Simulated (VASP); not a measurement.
**AlN: single point with r2SCAN**

Crystal: AlN.

```
Al N
1.0
     2.18490   -2.18490    0.00000
     2.18490    0.00000   -2.18490
    11.65295    7.28293    7.28293
Al N
6 6
Cartesian
  5.6440 1.2742 3.4591
  3.4591 1.2742 1.2742
  7.8289 3.4591 3.4591
  12.1987 5.6440 5.6440
  7.8289 5.6440 5.6440
  3.4591 -0.9107 -0.9107
  6.7365 2.3667 2.3667
  6.7365 0.1818 0.1818
  6.7365 4.5516 4.5516
  11.1063 6.7365 6.7365
  6.7365 6.7365 6.7365
  2.3667 0.1818 0.1818
```

| Quantity | Value |
| --- | --- |
| Program | VASP 6.6.1 |
| Task | single point |
| Functional | r2SCAN |
| Potentials or basis | VASP PAW PBE potentials, release 64 (Al, N) |
| Cutoff | 520 eV |
| k mesh | 8 × 8 × 2 |
| Occupations | gaussian, width 0.05 eV |
| Spin | no spin polarisation |

The pressure is -2.9 GPa. The largest force is 0.782 eV/Å and the band gap on the k mesh is 3.96 eV, indirect (least direct gap 4.42 eV).

Forces on the atoms (eV/Å):
```
Al   0.045  0.044  0.044
Al   0.052  0.053  0.053
Al   0.044  0.044  0.044
Al  -0.085 -0.085 -0.085
Al   0.045  0.046  0.046
Al  -0.401 -0.402 -0.402
N   -0.042 -0.042 -0.042
N   -0.043 -0.043 -0.043
N   -0.043 -0.043 -0.043
N    0.452  0.451  0.451
N   -0.057 -0.057 -0.057
N    0.034  0.034  0.034
```

Stress tensor (GPa, compression positive):
```
-2.85  0.79  0.79
 0.79 -2.85  0.79
 0.79  0.79 -2.85
```

Levels at points of the mesh, in eV from the valence-band top:
```csv
k point,band 22,band 23,band 24,band 25,band 26,band 27
"(0.00, 0.00, 0.00)",-0.19,-0.19,0.00,4.42,5.80,6.12
"(0.50, 0.00, 0.00)",-1.11,-0.73,-0.67,4.05,4.72,5.68
"(0.50, 0.50, 0.00)",-1.11,-0.73,-0.67,4.05,4.72,5.68
"(0.00, 0.00, 0.50)",-0.31,-0.20,-0.20,4.77,5.13,6.69
"(0.50, 0.00, 0.50)",-0.91,-0.78,-0.64,3.96,4.87,5.73
"(0.50, 0.50, 0.50)",-0.91,-0.78,-0.64,3.96,4.87,5.73
```

Wall time 16 min on 1 thread of Intel(R) Xeon(R) Platinum 8259CL CPU @ 2.50GHz (Skylake/Cascade Lake), with other jobs on the host, peak memory 0.34 GiB.

Caveat: the PAW data sets were made with another functional, which shifts forces and pressure a little. r2SCAN opens gaps a little over a GGA but as a rule still falls short of measured ones.
